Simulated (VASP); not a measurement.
# S (I4/mmm) in VASP: further runs

S is run at these levels: PBE; tasks: single point, relaxation of cell and atoms.

Everything below comes from runs of VASP 6.6.1. Logs are shortened: lines on timing, memory, paths and dates and some standing lists are left out, and cuts for length are marked.

### 1 The cell of the first run

The structure is tetragonal, space group I4/mmm (No. 139). Conventional cell: a = 4.701 Å, b = 4.701 Å, c = 4.462 Å, α = 90.00°, β = 90.00°, γ = 90.00°. Within 3.0 Å of S (site symmetry -4m2) lie 6 S at 2.23 to 2.60 Å. Within 3.4 Å of S (site symmetry 4/mmm) lie 8 S at 2.60 Å.

The cell was generated, and may not be a known phase.

### 2 Single point, PBE

The input, INCAR:

```
  PREC = Accurate
  ENCUT = 520
  EDIFF = 1E-6
  ISMEAR = 0
  SIGMA = 0.1
  LREAL = False
  LASPH = True
  NELM = 60
  ALGO = Normal
  ISIF = 2
  LWAVE = False
  LCHARG = False
  GGA = PE
  NBANDS = 16
```

The input, KPOINTS:

```
regular mesh
0
Gamma
  6 6 6
```

The input, POSCAR:

```
S
1.0
   -2.3507240600      2.3507240600      2.2310936600
    2.3507240600     -2.3507240600      2.2310936600
    2.3507240600      2.3507240600     -2.2310936600
S
3
Direct
    0.7500000000      0.2500000000      0.5000000000
    0.2500000000      0.7500000000      0.5000000000
    0.5000000000      0.5000000000      0.0000000000
```

Potentials or basis: VASP PAW PBE potentials, release 64 (S).

Launch:

```bash
cat potpaw_PBE.64/S/POTCAR > POTCAR
mpirun -np 1 vasp_std > vasp.out
```

OUTCAR:

```text
PREC = Accurate
   ENCUT = 520
   EDIFF = 1E-6
   ISMEAR = 0
   LREAL = False
   LASPH = True
   NELM = 60
   ISIF = 2
   GGA = PE

 ion  position               nearest neighbor table
   1  0.750  0.250  0.500-   2 2.23   2 2.23   3 2.60   3 2.60   3 2.60   3 2.60
   2  0.250  0.750  0.500-   1 2.23   1 2.23   3 2.60   3 2.60   3 2.60   3 2.60
   3  0.500  0.500  0.000-   2 2.60   1 2.60   1 2.60   2 2.60   1 2.60   2 2.60   2 2.60   1 2.60

  LATTYP: Found a body centered tetragonal cell.
 ALAT       =     4.7014481200
 C/A-ratio  =     0.9491091268

  Lattice vectors:

 A1 = (  -2.3507240600,   2.3507240600,   2.2310936600)
 A2 = (   2.3507240600,  -2.3507240600,   2.2310936600)
 A3 = (   2.3507240600,   2.3507240600,  -2.2310936600)

Analysis of symmetry for initial positions (statically):
=====================================================================
 Subroutine PRICEL returns:
 Original cell was already a primitive cell.

 Routine SETGRP: Setting up the symmetry group for a
 body centered tetragonal supercell.

 Subroutine GETGRP returns: Found 16 space group operations
 (whereof 16 operations were pure point group operations)
 out of a pool of 16 trial point group operations.

The static configuration has the point symmetry D_4h.

Analysis of symmetry for dynamics (positions and initial velocities):
=====================================================================
 Subroutine PRICEL returns:
 Original cell was already a primitive cell.

 Routine SETGRP: Setting up the symmetry group for a
 body centered tetragonal supercell.

 Subroutine GETGRP returns: Found 16 space group operations
 (whereof 16 operations were pure point group operations)
 out of a pool of 16 trial point group operations.

The dynamic configuration has the point symmetry D_4h.

 Subroutine INISYM returns: Found 16 space group operations
 (whereof 16 operations are pure point group operations),
 and found     1 'primitive' translations

----------------------------------------------------------------------------------------

                                     Primitive cell

  volume of cell :      49.3152

  direct lattice vectors                    reciprocal lattice vectors
    -2.350724060  2.350724060  2.231093660     0.000000000  0.212700422  0.224105339
     2.350724060 -2.350724060  2.231093660     0.212700422  0.000000000  0.224105339
     2.350724060  2.350724060 -2.231093660     0.212700422  0.212700422  0.000000000

  length of vectors
     4.003696558  4.003696558  4.003696558     0.308973579  0.308973579  0.300803822

[... 86 lines left out ...]
   IBRION =     -1    ionic relax: 0-MD 1-quasi-New 2-CG
   NFREE  =      0    steps in history (QN), initial steepest desc. (CG)
   ISIF   =      2    stress and relaxation
   ISYM   =      2    0-nonsym 1-usesym 2-fastsym
   POTIM  = 0.5000    time-step for ionic-motion
   TEBEG  =    0.0;   TEEND  =   0.0 temperature during run
   PSTRESS=    0.0 pullay stress
   NELECT =      18.0000    total number of electrons
   NUPDOWN=      -1.0000    fix difference up-down
   EMIN   =  10.00;   EMAX   =-10.00  energy-range for DOS
   EFERMI =   0.00;   METHOD = LEGACY
   ISMEAR =     0;   SIGMA  =   0.10  broadening in eV -4-tet -1-fermi 0-gaus
   EFERMI_NEDOS =   21; number of points for ismear=-14 and -15
   IALGO  =     38    algorithm
   IMIX   =      4    mixing-type and parameters
     AMIX     =   0.40;   BMIX     =  1.00
     AMIX_MAG =   1.60;   BMIX_MAG =  1.00
  volume/ion in A,a.u.               =      16.44       110.93
  Fermi-wavevector in a.u.,A,eV,Ry     =   1.169963  2.210909 18.623823  1.368812
  Thomas-Fermi vector in A             =   2.306428
   LORBIT       =      0    0 simple, 1 ext, 2 COOP (PROOUT), +10 PAW based schemes
   GGA     = PE    functional components
   LHFCALC =     F    Hartree Fock is set to
   AEXX    =    0.0000 exact exchange contribution
   IVDW    =     0    specifies the selected vdW correction
   LEPSILON=     F    determine dielectric tensor
   LRPA    =     F    only Hartree local field effects (RPA)
 non-spin polarized calculation
 Gauss-broadening in eV      SIGMA  =   0.10
  energy-cutoff  :      520.00
  volume of cell :       49.32
 maximum number of plane-waves:      1353
 NGX is ok and might be reduce to    30
   NGX = 15   NGY = 15   NGZ = 15

 number of electron      18.0000001 magnetization

 Free energy of the ion-electron system (eV)
  ---------------------------------------------------
  ext. energy  EPLUGINS =         0.00000000
  ---------------------------------------------------
  free energy    TOTEN  =        -9.39313368 eV

  energy without entropy =       -9.38146379  energy(sigma->0) =       -9.38729873

 E-fermi :   7.6193     XC(G=0): -10.6490

 val. band max:        7.6097747609   @ k =   0.3333   0.3333   0.0000
 cond. band min:       7.6246914868   @ k =   0.5000   0.3333   0.0000
 fundamental gap:      0.0149167259
 Fermi energy:         7.6192946708

 k-point     1 :       0.0000    0.0000    0.0000
  band No.  band energies     occupation
      1     -10.4867      2.00000
      2      -3.2954      2.00000
      3      -2.1432      2.00000
      4      -0.3302      2.00000
      5       1.7482      2.00000
      6       1.7482      2.00000
[... 433 lines left out ...]
      3      -3.8957      2.00000
      4       0.5487      2.00000
      5       1.2241      2.00000
      6       3.1430      2.00000
[... 8 lines left out ...]
     15      17.7272      0.00000
     16      18.5317      0.00000

 [... further k-points ...]

------------------------ aborting loop because EDIFF is reached ----------------------------------------

  FORCE on cell =-STRESS in cart. coord.  units (eV):
  Direction    XX          YY          ZZ          XY          YZ          ZX
  --------------------------------------------------------------------------------------
  -------------------------------------------------------------------------------------
  Total        3.1566225      3.1566225      4.5280636      0.0000000      0.0000000      0.0000000
  in kB      102.5538896    102.5538896    147.1099351      0.0000000      0.0000000      0.0000000
  external PRESSURE =     117.4059048 kB  Pullay stress =       0.0000000 kB

 VOLUME and BASIS-vectors are now :
 -----------------------------------------------------------------------------
  energy-cutoff  :      520.00
  volume of cell :       49.32
      direct lattice vectors                 reciprocal lattice vectors
    -2.350724060  2.350724060  2.231093660     0.000000000  0.212700422  0.224105339
     2.350724060 -2.350724060  2.231093660     0.212700422  0.000000000  0.224105339
     2.350724060  2.350724060 -2.231093660     0.212700422  0.212700422  0.000000000

 POSITION                                       TOTAL-FORCE (eV/Angst)
 -----------------------------------------------------------------------------------
      0.00000      2.35072      1.11555        -0.000000     -0.000000     -0.000000
      2.35072      0.00000      1.11555        -0.000000     -0.000000      0.000000
      0.00000      0.00000      2.23109         0.000000      0.000000      0.000000
 -----------------------------------------------------------------------------------
    total drift:                                0.000000     -0.000000      0.000000

  FREE ENERGIE OF THE ION-ELECTRON SYSTEM (eV)
  ---------------------------------------------------
  free  energy   TOTEN  =        -9.3931336772 eV

  energy  without entropy=       -9.3814637882  energy(sigma->0) =       -9.38729873
```

OSZICAR:

```text
N       E                     dE             d eps       ncg     rms          rms(c)
DAV:   1     0.828546345220E+02    0.82855E+02   -0.83465E+03   960   0.100E+03
DAV:   2    -0.508586576790E+01   -0.87941E+02   -0.83350E+02  1264   0.181E+02
DAV:   3    -0.935608734406E+01   -0.42702E+01   -0.42292E+01  1320   0.430E+01
DAV:   4    -0.939787722029E+01   -0.41790E-01   -0.41778E-01  1248   0.498E+00
DAV:   5    -0.939861463830E+01   -0.73742E-03   -0.73735E-03  1368   0.636E-01    0.207E+01
DAV:   6    -0.938856789866E+01    0.10047E-01   -0.44589E-02  1248   0.144E+00    0.126E+01
DAV:   7    -0.939661625450E+01   -0.80484E-02   -0.20218E-02  1272   0.110E+00    0.760E-01
DAV:   8    -0.939281476113E+01    0.38015E-02   -0.56000E-03  1232   0.631E-01    0.138E-01
DAV:   9    -0.939307303421E+01   -0.25827E-03   -0.16546E-03  1264   0.251E-01    0.130E-01
DAV:  10    -0.939312734333E+01   -0.54309E-04   -0.78174E-05  1128   0.605E-02    0.764E-02
DAV:  11    -0.939313357906E+01   -0.62357E-05   -0.81978E-06  1328   0.199E-02    0.119E-02
DAV:  12    -0.939313367720E+01   -0.98140E-07   -0.24295E-06  1112   0.102E-02
   1 F= -.93931337E+01 E0= -.93872987E+01  d E =-.116699E-01
```

Run time: 33 s. Hardware: 1 thread of Intel Xeon 8259CL, shared host; peak memory 0.16 GiB.

Results:

* Free energy: -9.3931 eV
* Pressure: 11.7 GPa
* Band gap on the k mesh: zero (bands 9 and 10 overlap by 1.65 eV)

Stress tensor (GPa, compression positive):
```
10.26  0.00  0.00
 0.00 10.26  0.00
 0.00  0.00 14.71
```

Caveat: the cell stands under pressure.

### 3 Single point, PBE

This run uses another cell than the first one, of 18.90 Å³/atom.

INCAR, as its differences from that of step 2:

```diff
@@ -7,3 +7,3 @@
   LASPH = True
-  NELM = 60
+  NELM = 100
   ALGO = Normal
```

KPOINTS is that of step 2.

The input, POSCAR:

```
S
1.0
   -2.4693542781      2.4693542781      2.3251551481
    2.4693542781     -2.4693542781      2.3251551481
    2.4693542781      2.4693542781     -2.3251551481
S
3
Direct
    0.7500000000      0.2500000000      0.5000000000
    0.2500000000      0.7500000000      0.5000000000
    0.5000000000      0.5000000000      0.0000000000
```

Potentials or basis: VASP PAW PBE potentials, release 64 (S).

Launch:

```bash
cat potpaw_PBE.64/S/POTCAR > POTCAR
mpirun -np 1 vasp_std > vasp.out
```

It took 32 s on 1 thread of Intel Xeon 8259CL, shared host; peak memory 0.17 GiB.

It converged, with:

```yaml
Free_energy: -9.6335 eV
Pressure: -0.1 GPa
Band_gap_on_the_k_mesh: zero (bands 9 and 10 overlap by 1.55 eV)
```

Stress tensor (GPa, compression positive):
```
-0.07  0.00  0.00
 0.00 -0.07  0.00
 0.00  0.00 -0.16
```

Levels at points of the mesh, in eV from the Fermi level:
| k point | band 5 | band 6 | band 7 | band 8 | band 9 | band 10 | band 11 | band 12 | band 13 | band 14 |
| --- | --- | --- | --- | --- | --- | --- | --- | --- | --- | --- |
| (0.00, 0.00, 0.00) | -4.97 | -4.97 | -2.45 | -1.88 | -1.88 | -0.07 | -0.07 | 3.97 | 5.60 | 5.90 |
| (0.50, 0.00, 0.00) | -4.66 | -3.14 | -2.54 | -2.04 | -1.07 | -0.53 | 0.61 | 2.40 | 8.15 | 8.27 |
| (0.50, 0.50, 0.00) | -4.50 | -3.60 | -2.92 | -1.82 | -1.44 | 0.44 | 2.06 | 4.31 | 5.87 | 7.76 |
| (0.50, 0.50, 0.50) | -7.14 | -6.87 | -1.32 | -0.01 | -0.01 | 1.67 | 1.67 | 5.89 | 6.13 | 9.43 |

### 4 Relaxation of cell and atoms, PBE

The input, INCAR:

```
SYSTEM = S
  PREC = Accurate
  ENCUT = 600
  EDIFF = 1E-7
  ISMEAR = 0
  SIGMA = 0.1
  LREAL = .FALSE.
  LASPH = .TRUE.
  NELM = 80
  ALGO = Normal
  ISIF = 3
  LWAVE = .FALSE.
  LCHARG = .FALSE.
  GGA = PE
  IBRION = 2
  NSW = 90
  EDIFFG = -0.04
```

The input, KPOINTS:

```
Automatic mesh
0
G
  6 6 6
  0 0 0
```

The input, POSCAR:

```
S
1.0
   -2.3507240600      2.3507240600      2.2310936600
    2.3507240600     -2.3507240600      2.2310936600
    2.3507240600      2.3507240600     -2.2310936600
S
3
Direct
    0.7500000000      0.2500000000      0.5000000000
    0.2500000000      0.7500000000      0.5000000000
    0.5000000000      0.5000000000      0.0000000000
```

Launch:

```bash
cat potpaw_PBE.64/S/POTCAR > POTCAR
mpirun -np 1 vasp_std > vasp.out
```

It took 90 s on 1 thread of Intel Xeon 8259CL, shared host; peak memory 0.18 GiB.

The run converged. Its results:

```
Free energy                           : -9.6325 eV
Relaxed volume                        : 18.87 Å³/atom
Relaxed cell                          : a = 4.193 Å, b = 4.193 Å, c = 4.193 Å, α = 107.88°, β = 107.88°, γ = 112.71°
Space group after relaxing (to 0.1 Å) : I4/mmm (No. 139)
Energy gained by relaxing             : 79.6 meV/atom
Ionic steps                           : 5
Pressure after relaxing               : 0.0 GPa
Band gap on the k mesh                : zero (bands 9 and 10 overlap by 1.55 eV)
```

The path:
```tsv
step	energy change (eV)	largest force (eV/Å)	pressure (GPa)	volume (Å³)
1	0.0000	0.0000	11.78	49.32
2	-0.2053	0.0000	-2.49	58.44
3	-0.2284	0.0000	0.32	55.96
4	-0.2383	0.0000	0.08	56.46
5	-0.2388	0.0000	0.03	56.61
```

Final structure:
```yaml
crystal:
  lattice:
    - [-2.46826, 2.46826, 2.32317]
    - [2.46826, -2.46826, 2.32317]
    - [2.46826, 2.46826, -2.32317]
  atoms:
    - { symbol: S, position: [0.75000, 0.25000, 0.50000] }
    - { symbol: S, position: [0.25000, 0.75000, 0.50000] }
    - { symbol: S, position: [0.50000, 0.50000, 0.00000] }
```

Levels at points of the mesh, in eV from the Fermi level:
| k point | band 6 | band 7 | band 8 | band 9 | band 10 | band 11 | band 12 | band 13 |
| --- | --- | --- | --- | --- | --- | --- | --- | --- |
| (0.00, 0.00, 0.00) | -4.98 | -2.45 | -1.88 | -1.88 | -0.08 | -0.08 | 3.96 | 5.60 |
| (0.50, 0.00, 0.00) | -3.14 | -2.54 | -2.05 | -1.07 | -0.53 | 0.61 | 2.41 | 8.14 |
| (0.50, 0.50, 0.00) | -3.61 | -2.93 | -1.82 | -1.45 | 0.45 | 2.07 | 4.30 | 5.90 |
| (0.50, 0.50, 0.50) | -6.88 | -1.32 | -0.01 | -0.01 | 1.68 | 1.68 | 5.89 | 6.16 |

### 5 Single point, PBE

This run uses another cell than the first one, of 19.11 Å³/atom.

The input, INCAR:

```
PREC     = Accurate       # precision mode
ENCUT    = 520            # plane-wave cutoff, eV
EDIFF    = 1E-7           # SCF threshold, eV
ISMEAR   = 0              # smearing method
SIGMA    = 0.1            # smearing width, eV
LREAL    = F              # projectors in reciprocal space
LASPH    = T              # aspherical terms in the spheres
NELM     = 100            # most SCF steps
ALGO     = Normal         # electronic algorithm
ISIF     = 2              # what is computed and relaxed
LWAVE    = F              # write WAVECAR
LCHARG   = F              # write CHGCAR
GGA      = PE             # functional
NBANDS   = 16             # bands
```

The input, KPOINTS:

```
Automatic mesh
0
Gamma
  14 14 14
```

The input, POSCAR:

```
S
1.0
   -2.5064146231      2.5064146231      2.2811671341
    2.5064146231     -2.5064146231      2.2811671341
    2.5064146231      2.5064146231     -2.2811671341
S
3
Direct
    0.7500000000      0.2500000000      0.5000000000
    0.2500000000      0.7500000000      0.5000000000
    0.5000000000      0.5000000000      0.0000000000
```

Launch:

```bash
cat potpaw_PBE.64/S/POTCAR > POTCAR
mpirun -np 1 vasp_std > vasp.out
```

It took 3.7 min on 1 thread of Intel Xeon 8259CL, shared host; peak memory 0.28 GiB.

The run converged. Its results:

| Item | Value |
| --- | --- |
| Free energy | -9.6111 eV |
| Pressure | -0.2 GPa |
| Band gap on the k mesh | zero (bands 9 and 10 overlap by 2.13 eV) |

Stress tensor (GPa, compression positive):
```
-0.10  0.00  0.00
 0.00 -0.10  0.00
 0.00  0.00 -0.26
```

Levels at points of the mesh, in eV from the Fermi level:
```tsv
k point	band 5	band 6	band 7	band 8	band 9	band 10	band 11	band 12	band 13	band 14
(0.00, 0.00, 0.00)	-4.90	-4.90	-2.16	-1.56	-1.56	-0.02	-0.02	4.03	5.65	6.60
(0.50, 0.00, 0.00)	-4.51	-3.07	-2.25	-1.99	-0.92	-0.49	0.57	2.42	8.19	8.31
(0.50, 0.50, 0.00)	-4.11	-3.61	-3.08	-1.78	-1.45	0.56	2.12	4.35	6.57	7.68
(0.50, 0.50, 0.50)	-6.99	-6.99	-1.18	0.15	0.15	1.67	1.67	5.98	6.80	9.15
```

(Continued in part 2 of 2.)

The gap in the log of VASP goes by the Fermi energy; the results here count the filled bands.